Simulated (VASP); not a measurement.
# Al2Si (P4/mmm) in VASP: notebook, part 2 of 3

VASP 6.6.1.

### 3 Relaxation of cell and atoms, PBE

This run uses another cell than the first one, of 13.33 Å³/atom, 0.824 times its volume.

Contents of INCAR:

```
ALGO = Fast ; EDIFF = 1E-6
EDIFFG = -0.04 ; ENCUT = 600
GGA = PE ; IBRION = 2
ISIF = 3 ; ISMEAR = 0
LASPH = T ; LCHARG = F
LREAL = F ; LWAVE = F
NELM = 80 ; NSW = 90
PREC = Accurate ; SIGMA = 0.1
```

Contents of KPOINTS:

```
k-points
0
Gamma
  6 6 2
```

Contents of POSCAR:

```
Al2Si
1.0
    2.9943017600      0.0000000000      0.0000000000
    0.0000000000      2.9943017600      0.0000000000
    0.0000000000      0.0000000000      8.9187940300
Al Si
4 2
Direct
    0.0000000000      0.0000000000      0.8261659700
    0.0000000000      0.0000000000      0.1738340300
    0.0000000000      0.0000000000      0.5000000000
    0.5000000000      0.5000000000      0.0000000000
    0.5000000000      0.5000000000      0.3319490000
    0.5000000000      0.5000000000      0.6680510000
```

Potentials or basis: VASP PAW PBE potentials, release 64 (Al, Si).

The run is started by

```console
> cat potpaw_PBE.64/Al/POTCAR potpaw_PBE.64/Si/POTCAR > POTCAR
> mpirun -np 1 vasp_std > vasp.out
```

OUTCAR:

```text
EDIFF = 1E-6
   EDIFFG = -0.04
   ENCUT = 600
   GGA = PE
   IBRION = 2
   ISIF = 3
   ISMEAR = 0
   LASPH = T
   LREAL = F
   NELM = 80
   NSW = 90
   PREC = Accurate

 ion  position               nearest neighbor table
   1  0.000  0.000  0.826-   6 2.54   6 2.54   6 2.54   6 2.54   4 2.62   4 2.62   4 2.62   4 2.62
                             3 2.91   2 3.10
   2  0.000  0.000  0.174-   5 2.54   5 2.54   5 2.54   5 2.54   4 2.62   4 2.62   4 2.62   4 2.62
                             3 2.91   1 3.10
   3  0.000  0.000  0.500-   5 2.59   6 2.59   5 2.59   6 2.59   5 2.59   6 2.59   5 2.59   6 2.59
                             1 2.91   2 2.91
   4  0.500  0.500  0.000-   1 2.62   2 2.62   1 2.62   2 2.62   1 2.62   2 2.62   1 2.62   2 2.62
                             5 2.96   6 2.96
   5  0.500  0.500  0.332-   2 2.54   2 2.54   2 2.54   2 2.54   3 2.59   3 2.59   3 2.59   3 2.59
                             4 2.96   6 3.00
   6  0.500  0.500  0.668-   1 2.54   1 2.54   1 2.54   1 2.54   3 2.59   3 2.59   3 2.59   3 2.59
                             4 2.96   5 3.00

  LATTYP: Found a simple tetragonal cell.
 ALAT       =     2.9943017600
 C/A-ratio  =     2.9785889148

  Lattice vectors:

 A1 = (   2.9943017600,   0.0000000000,   0.0000000000)
 A2 = (   0.0000000000,   2.9943017600,   0.0000000000)
 A3 = (   0.0000000000,   0.0000000000,   8.9187940300)

Analysis of symmetry for initial positions (statically):
=====================================================================
 Subroutine PRICEL returns:
 Original cell was already a primitive cell.

 Routine SETGRP: Setting up the symmetry group for a
 simple tetragonal supercell.

 Subroutine GETGRP returns: Found 16 space group operations
 (whereof 16 operations were pure point group operations)
 out of a pool of 16 trial point group operations.

The static configuration has the point symmetry D_4h.

Analysis of symmetry for dynamics (positions and initial velocities):
=====================================================================
 Subroutine PRICEL returns:
 Original cell was already a primitive cell.

 Routine SETGRP: Setting up the symmetry group for a
 simple tetragonal supercell.

 Subroutine GETGRP returns: Found 16 space group operations
 (whereof 16 operations were pure point group operations)
 out of a pool of 16 trial point group operations.

The dynamic configuration has the point symmetry D_4h.
[... 136 lines left out ...]
 Gauss-broadening in eV      SIGMA  =   0.10
  energy-cutoff  :      600.00
  volume of cell :       79.96
 maximum number of plane-waves:      2692
 NGX is ok and might be reduce to    24
   NGX = 11   NGY = 11   NGZ = 35

--------------------------------------- Ionic step        1  -------------------------------------------

 number of electron      20.0000001 magnetization

 Free energy of the ion-electron system (eV)
  ---------------------------------------------------
  ext. energy  EPLUGINS =         0.00000000
  ---------------------------------------------------
  free energy    TOTEN  =       -23.74336210 eV

  energy without entropy =      -23.73191597  energy(sigma->0) =      -23.73763904

 E-fermi :  10.8167     XC(G=0): -11.1715

 val. band max:       10.7322665555   @ k =   0.3333   0.3333   0.5000
 cond. band min:      10.8524289246   @ k =   0.3333   0.1667   0.0000
 fundamental gap:      0.1201623691
 Fermi energy:        10.8167298968

 k-point     1 :       0.0000    0.0000    0.0000
  band No.  band energies     occupation
      1      -3.1615      2.00000
      2      -1.6675      2.00000
      3      -0.4038      2.00000
      4       4.3620      2.00000
      5       4.3985      2.00000
      6      11.4460      0.00000
      7      11.4460      0.00000
      8      12.0329      0.00000
      9      12.5947      0.00000
     10      12.5947      0.00000
     11      12.9851      0.00000
     12      13.0949      0.00000
     13      14.3516      0.00000
     14      14.3550      0.00000
[... 434 lines left out ...]
  FREE ENERGIE OF THE ION-ELECTRON SYSTEM (eV)
  ---------------------------------------------------
  free  energy   TOTEN  =       -24.7151766892 eV

  energy  without entropy=      -24.7061937375  energy(sigma->0) =      -24.71068521

[... ionic steps 4 to 11 ...]

--------------------------------------- Ionic step       12  -------------------------------------------

 number of electron      19.9999999 magnetization

------------------------ aborting loop because EDIFF is reached ----------------------------------------
[... 75 lines left out ...]
--------------------------------------- Ionic step       14  -------------------------------------------

 number of electron      19.9999999 magnetization

 Free energy of the ion-electron system (eV)
  ---------------------------------------------------
  ext. energy  EPLUGINS =         0.00000000
  ---------------------------------------------------
  free energy    TOTEN  =       -24.79151448 eV

  energy without entropy =      -24.78277145  energy(sigma->0) =      -24.78714296

 E-fermi :   8.5378     XC(G=0): -10.4211

 val. band max:        8.5212199157   @ k =   0.5000   0.0000   0.5000
 cond. band min:       8.5820429903   @ k =   0.3333   0.1667   0.0000
 fundamental gap:      0.0608230747
 Fermi energy:         8.5377666417

 k-point     1 :       0.0000    0.0000    0.0000
  band No.  band energies     occupation
      1      -4.0636      2.00000
      2      -2.8227      2.00000
      3      -1.3429      2.00000
      4       2.4581      2.00000
      5       2.4664      2.00000
      6       8.6676      0.06628
      7       9.2210      0.00000
      8       9.2210      0.00000
      9      10.1992      0.00000
     10      10.1992      0.00000
     11      10.7305      0.00000
     12      11.3166      0.00000
     13      12.1893      0.00000
     14      12.1893      0.00000
[... 354 lines left out ...]
  FREE ENERGIE OF THE ION-ELECTRON SYSTEM (eV)
  ---------------------------------------------------
  free  energy   TOTEN  =       -24.7915144774 eV

  energy  without entropy=      -24.7827714502  energy(sigma->0) =      -24.78714296

 reached required accuracy - stopping structural energy minimisation
```

OSZICAR:

```text
N       E                     dE             d eps       ncg     rms          rms(c)
DAV:   1     0.373676015899E+02    0.37368E+02   -0.85679E+03   560   0.135E+03
DAV:   2    -0.209440020696E+02   -0.58312E+02   -0.55863E+02   700   0.156E+02
DAV:   3    -0.239096845659E+02   -0.29657E+01   -0.28718E+01   756   0.291E+01
[... 119 lines left out ...]
RMM:   2    -0.247914455042E+02   -0.20216E-03   -0.72055E-03   560   0.590E-01    0.347E-02
RMM:   3    -0.247915076962E+02   -0.62192E-04   -0.60941E-04   562   0.190E-01    0.294E-02
RMM:   4    -0.247915130478E+02   -0.53516E-05   -0.76476E-05   565   0.617E-02    0.173E-02
RMM:   5    -0.247915142859E+02   -0.12381E-05   -0.14647E-05   551   0.261E-02    0.209E-03
RMM:   6    -0.247915144774E+02   -0.19156E-06   -0.34322E-06   396   0.115E-02
  14 F= -.24791514E+02 E0= -.24787143E+02  d E =-.234621E-02
```

It took 88 s on 1 thread of Intel Xeon Platinum 8559C (Emerald Rapids), shared host; peak memory 0.2 GiB.

What came out:

```
Free energy                            : -24.7915 eV
Relaxed volume                         : 16.15 Å³/atom
Relaxed cell                           : a = 3.141 Å, b = 3.141 Å, c = 9.823 Å, α = 90.00°, β = 90.00°, γ = 90.00°
Space group after relaxing (to 0.05 Å) : P4/mmm (No. 123)
Energy gained by relaxing              : 174.7 meV/atom
Ionic steps                            : 14
Pressure after relaxing                : 0.0 GPa
Largest force after relaxing           : 0.010 eV/Å
```

Forces on the atoms (eV/Å):
```
Al   0.000  0.000 -0.010
Al   0.000  0.000  0.010
Al   0.000  0.000  0.000
Al   0.000  0.000  0.000
Si   0.000  0.000 -0.008
Si   0.000  0.000  0.008
```

Step by step:
```csv
step,energy change (eV),largest force (eV/Å),pressure (GPa),volume (Å³)
1,0.0000,0.2997,22.10,79.96
2,-0.8571,0.4775,-5.14,103.16
3,-0.9718,0.3584,-0.04,96.02
4,-0.9719,0.3656,-0.33,96.36
5,-0.9986,0.3807,-0.22,96.37
6,-1.0026,0.3863,-0.17,96.37
7,-1.0033,0.3902,-0.14,96.36
8,-1.0224,0.2838,0.20,96.16
9,-1.0400,0.1500,1.13,95.66
10,-1.0407,0.1216,0.94,95.76
11,-1.0449,0.0896,-0.59,97.63
12,-1.0458,0.0984,-0.16,97.08
13,-1.0472,0.0615,-0.11,97.02
14,-1.0482,0.0100,-0.03,96.91
```

Final structure:
```
Al Si
1.0
     3.14093    0.00000    0.00000
     0.00000    3.14093    0.00000
     0.00000    0.00000    9.82322
Al Si
4 2
Direct
  0.00000 0.00000 0.81258
  0.00000 0.00000 0.18742
  0.00000 0.00000 0.50000
  0.50000 0.50000 0.00000
  0.50000 0.50000 0.33741
  0.50000 0.50000 0.66259
```

Levels at points of the mesh, in eV from the Fermi level:
```tsv
k point	band 8	band 9	band 10	band 11	band 12	band 13
(0.00, 0.00, 0.00)	0.68	1.66	1.66	2.19	2.78	3.65
(0.50, 0.00, 0.00)	-2.89	-2.12	-1.87	2.88	3.10	4.02
(0.50, 0.50, 0.00)	-3.00	-2.80	-2.80	-2.67	-1.84	0.28
(0.00, 0.00, 0.50)	0.73	1.51	1.51	2.94	3.39	3.50
(0.50, 0.00, 0.50)	-4.11	-0.02	0.34	0.98	1.41	3.13
(0.50, 0.50, 0.50)	-3.18	-2.21	-1.87	-1.87	-1.22	-1.22
```

Caveat: the volume moved by over 15 % at a fixed basis, so the end points are rough; the bands computed are all filled at some k points, so no gap is given.

### 4 Single point, PBE

This run uses another cell than the first one, of 15.82 Å³/atom, 0.979 times its volume.

Contents of INCAR:

```
SYSTEM = Al2Si
  ALGO = Fast
  EDIFF = 1E-6
  ENCUT = 520
  GGA = PE
  ISIF = 2
  ISMEAR = 0
  LASPH = .True.
  LCHARG = .False.
  LREAL = .False.
  LWAVE = .False.
  NBANDS = 19
  NELM = 80
  PREC = Accurate
  SIGMA = 0.1
```

Contents of KPOINTS:

```
k-points
0
Gamma
  12 12 4
  0 0 0
```

Contents of POSCAR:

```
Al2Si
1.0
    2.9361632375      0.0000000000      0.0000000000
    0.0000000000      2.9361632375      0.0000000000
    0.0000000000      0.0000000000     11.0137331328
Al Si
4 2
Direct
    0.0000000000      0.0000000000      0.8227282854
    0.0000000000      0.0000000000      0.1772717146
    0.0000000000      0.0000000000      0.5000000000
    0.5000000000      0.5000000000      0.0000000000
    0.5000000000      0.5000000000      0.3378703055
    0.5000000000      0.5000000000      0.6621296945
```

The run is started by

```console
> cat potpaw_PBE.64/Al/POTCAR potpaw_PBE.64/Si/POTCAR > POTCAR
> mpirun -np 1 vasp_std > vasp.out
```

It took 56 s on 1 thread of Intel Xeon Platinum 8559C (Emerald Rapids), shared host; peak memory 0.28 GiB.

The run converged. Its results:

```
Free energy            : -24.9524 eV
Pressure               : -0.1 GPa
Largest force          : 0.004 eV/Å
Band gap on the k mesh : zero (band 10 reaches 12.02 eV, above the bottom of band 11 at 6.87 eV)
```

Forces in eV/Å, atoms in the order of the input:
```
Al   0.000  0.000 -0.002
Al   0.000  0.000  0.002
Al   0.000  0.000  0.000
Al   0.000  0.000  0.000
Si   0.000  0.000  0.004
Si   0.000  0.000 -0.004
```

Levels at points of the mesh, in eV from the Fermi level:
```tsv
k point	band 8	band 9	band 10	band 11	band 12	band 13
(0.00, 0.00, 0.00)	2.68	2.68	3.40	3.40	4.02	5.08
(0.50, 0.00, 0.00)	-3.52	-2.83	-2.67	1.03	2.16	3.32
(0.50, 0.50, 0.00)	-2.42	-2.42	-1.93	-1.56	-1.06	0.38
(0.00, 0.00, 0.50)	2.48	2.71	2.71	3.33	3.33	4.14
(0.50, 0.00, 0.50)	-4.38	-1.26	-0.95	-0.32	-0.13	5.41
(0.50, 0.50, 0.50)	-2.03	-1.80	-1.80	-1.41	-1.13	-1.13
```

### 5 Relaxation of cell and atoms, PBE

This run uses another cell than the first one, of 15.75 Å³/atom, 0.974 times its volume.

Contents of INCAR:

```
SYSTEM = Al2Si
  PREC = Accurate
  ENCUT = 600
  EDIFF = 1E-7
  ISMEAR = 0
  SIGMA = 0.1
  LREAL = .FALSE.
  LASPH = .TRUE.
  NELM = 60
  ALGO = Fast
  ISIF = 3
  LWAVE = .FALSE.
  LCHARG = .FALSE.
  GGA = PE
  IBRION = 2
  NSW = 90
  EDIFFG = -0.04
```

Contents of KPOINTS:

```
regular mesh
0
G
  6 6 2
  0 0 0
```

Contents of POSCAR:

```
Al2Si
1.0
    2.8511809969      0.0000000000      0.0000000000
    0.0000000000      2.8511809969      0.0000000000
    0.0000000000      0.0000000000     11.6214331557
Al Si
4 2
Direct
    0.0000000000      0.0000000000      0.8282059974
    0.0000000000      0.0000000000      0.1717940026
    0.0000000000      0.0000000000      0.5000000000
    0.5000000000      0.5000000000      0.0000000000
    0.5000000000      0.5000000000      0.3378165135
    0.5000000000      0.5000000000      0.6621834865
```

Potentials or basis: VASP PAW PBE potentials, release 64 (Al, Si).

The run is started by

```console
> cat potpaw_PBE.64/Al/POTCAR potpaw_PBE.64/Si/POTCAR > POTCAR
> mpirun -np 1 vasp_std > vasp.out
```

OUTCAR:

```text
SYSTEM = Al2Si
   PREC = Accurate
   ENCUT = 600
   EDIFF = 1E-7
   ISMEAR = 0
   LREAL = .FALSE.
   LASPH = .TRUE.
   NELM = 60
   ISIF = 3
   GGA = PE
   IBRION = 2
   NSW = 90
   EDIFFG = -0.04

 ion  position               nearest neighbor table
   1  0.000  0.000  0.828-   6 2.79   6 2.79   6 2.79   6 2.79   4 2.84   4 2.84   4 2.84   4 2.84

   2  0.000  0.000  0.172-   5 2.79   5 2.79   5 2.79   5 2.79   4 2.84   4 2.84   4 2.84   4 2.84

   3  0.000  0.000  0.500-   5 2.76   6 2.76   5 2.76   6 2.76   5 2.76   6 2.76   5 2.76   6 2.76

   4  0.500  0.500  0.000-   1 2.84   2 2.84   1 2.84   2 2.84   1 2.84   2 2.84   1 2.84   2 2.84

   5  0.500  0.500  0.338-   3 2.76   3 2.76   3 2.76   3 2.76   2 2.79   2 2.79   2 2.79   2 2.79

   6  0.500  0.500  0.662-   3 2.76   3 2.76   3 2.76   3 2.76   1 2.79   1 2.79   1 2.79   1 2.79

  LATTYP: Found a simple tetragonal cell.
 ALAT       =     2.8511809969
 C/A-ratio  =     4.0760068085

  Lattice vectors:

 A1 = (   2.8511809969,   0.0000000000,   0.0000000000)
 A2 = (   0.0000000000,   2.8511809969,   0.0000000000)
 A3 = (   0.0000000000,   0.0000000000,  11.6214331557)

Analysis of symmetry for initial positions (statically):
[... 171 lines left out ...]
 number of electron      20.0000000 magnetization

 Free energy of the ion-electron system (eV)
  ---------------------------------------------------
  ext. energy  EPLUGINS =         0.00000000
  ---------------------------------------------------
  free energy    TOTEN  =       -24.85474773 eV

  energy without entropy =      -24.83848727  energy(sigma->0) =      -24.84661750

------------------------ aborting loop because EDIFF is reached ----------------------------------------

  FORCE on cell =-STRESS in cart. coord.  units (eV):
  Direction    XX          YY          ZZ          XY          YZ          ZX
  --------------------------------------------------------------------------------------
  -------------------------------------------------------------------------------------
  Total        0.3921863      0.3921863     -1.2483726      0.0000000      0.0000000      0.0000000
  in kB        6.6511045      6.6511045    -21.1712043      0.0000000      0.0000000      0.0000000
  external PRESSURE =      -2.6229985 kB  Pullay stress =       0.0000000 kB
[... 187 lines left out ...]
--------------------------------------- Ionic step        6  -------------------------------------------

 number of electron      20.0000000 magnetization

 Free energy of the ion-electron system (eV)
  ---------------------------------------------------
  ext. energy  EPLUGINS =         0.00000000
  ---------------------------------------------------
  free energy    TOTEN  =       -24.87672394 eV

  energy without entropy =      -24.86677349  energy(sigma->0) =      -24.87174872

 E-fermi :   8.8207     XC(G=0): -10.5402

 val. band max:        8.8183450022   @ k =   0.1667   0.1667   0.0000
 cond. band min:       8.8994817234   @ k =   0.5000   0.3333   0.5000
 fundamental gap:      0.0811367212
 Fermi energy:         8.8207213809

 k-point     1 :       0.0000    0.0000    0.0000
  band No.  band energies     occupation
      1      -3.9518      2.00000
      2      -3.1072      2.00000
      3      -1.7173      2.00000
      4       1.0104      2.00000
      5       1.0617      2.00000
      6       5.6200      2.00000
      7       7.2588      2.00000
      8      12.1515      0.00000
      9      12.1515      0.00000
     10      12.7534      0.00000
     11      12.7534      0.00000
     12      13.2038      0.00000
     13      13.6784      0.00000
     14      13.9262      0.00000
[... 354 lines left out ...]
  FREE ENERGIE OF THE ION-ELECTRON SYSTEM (eV)
  ---------------------------------------------------
  free  energy   TOTEN  =       -24.8767239399 eV

  energy  without entropy=      -24.8667734931  energy(sigma->0) =      -24.87174872

 reached required accuracy - stopping structural energy minimisation
```

OSZICAR:

```text
N       E                     dE             d eps       ncg     rms          rms(c)
DAV:   1     0.356013956809E+02    0.35601E+02   -0.83809E+03   560   0.132E+03
DAV:   2    -0.221882542543E+02   -0.57790E+02   -0.56044E+02   724   0.147E+02
DAV:   3    -0.249817304637E+02   -0.27935E+01   -0.26294E+01   772   0.277E+01
[... 51 lines left out ...]
RMM:   3    -0.248767214170E+02   -0.20323E-04   -0.31469E-04   565   0.125E-01    0.169E-02
RMM:   4    -0.248767235836E+02   -0.21666E-05   -0.37880E-05   568   0.446E-02    0.104E-02
RMM:   5    -0.248767238204E+02   -0.23679E-06   -0.76391E-06   565   0.198E-02    0.286E-03
RMM:   6    -0.248767239345E+02   -0.11411E-06   -0.23475E-06   567   0.969E-03    0.193E-03
RMM:   7    -0.248767239399E+02   -0.53899E-08   -0.39381E-07   439   0.451E-03
   6 F= -.24876724E+02 E0= -.24871749E+02  d E =-.474652E-02
```

CONTCAR:

```text
Al2Si
   1.00000000000000
     2.8657070753428835    0.0000000000000000    0.0000000000000000
    -0.0000000000000000    2.8657070753428835   -0.0000000000000000
     0.0000000000000000    0.0000000000000000   11.4471491904001414
  Al              Si
     4     2
Direct
     0.0000000000000000    0.0000000000000000    0.8256082727353226
     1.0000000000000000    1.0000000000000000    0.1743917272646776
     1.0000000000000000    1.0000000000000000    0.5000000000000000
     0.5000000000000000    0.5000000000000000    0.0000000000000000
     0.5000000000000000    0.5000000000000000    0.3357231770389454
     0.5000000000000000    0.5000000000000000    0.6642768229610546

  0.00000000E+00  0.00000000E+00  0.00000000E+00
  0.00000000E+00  0.00000000E+00  0.00000000E+00
  0.00000000E+00  0.00000000E+00  0.00000000E+00
  0.00000000E+00  0.00000000E+00  0.00000000E+00
  0.00000000E+00  0.00000000E+00  0.00000000E+00
  0.00000000E+00  0.00000000E+00  0.00000000E+00
```

It took 59 s on 1 thread of Intel Xeon Platinum 8559C (Emerald Rapids), shared host; peak memory 0.23 GiB.

Results:

- Free energy: -24.8767 eV
- Relaxed volume: 15.67 Å³/atom
- Relaxed cell: a = 2.866 Å, b = 2.866 Å, c = 11.447 Å, α = 90.00°, β = 90.00°, γ = 90.00°
- Space group after relaxing (to 0.05 Å): P4/mmm (No. 123)
- Energy gained by relaxing: 3.7 meV/atom
- Ionic steps: 6
- Pressure after relaxing: 0.0 GPa
- Largest force after relaxing: 0.008 eV/Å

Forces in eV/Å, atoms in the order of the input:
```
Al   0.000  0.000  0.002
Al   0.000  0.000 -0.002
Al   0.000  0.000  0.000
Al   0.000  0.000  0.000
Si   0.000  0.000 -0.008
Si   0.000  0.000  0.008
```

Stress tensor (GPa, compression positive):
```
-0.16  0.00  0.00
 0.00 -0.16  0.00
 0.00  0.00  0.34
```

Step by step:
```
step  energy change (eV)  largest force (eV/Å)  pressure (GPa)  volume (Å³)
   1              0.0000                0.1638           -0.26        94.47
   2             -0.0150                0.1633           -0.05        94.12
   3             -0.0172                0.1496            0.07        93.97
   4             -0.0172                0.1452            0.10        93.93
   5             -0.0210                0.0635            0.05        93.97
   6             -0.0220                0.0080            0.01        94.01
```

Final structure:
```
Al Si
1.0
     2.86571    0.00000    0.00000
     0.00000    2.86571    0.00000
     0.00000    0.00000   11.44715
Al Si
4 2
Direct
  0.00000 0.00000 0.82561
  0.00000 0.00000 0.17439
  0.00000 0.00000 0.50000
  0.50000 0.50000 0.00000
  0.50000 0.50000 0.33572
  0.50000 0.50000 0.66428
```

Caveat: the k points lie up to 0.37 Å⁻¹ apart in the final cell; the bands computed are all filled at some k points, so no gap is given.

(Part 2 of 3 ends here.)
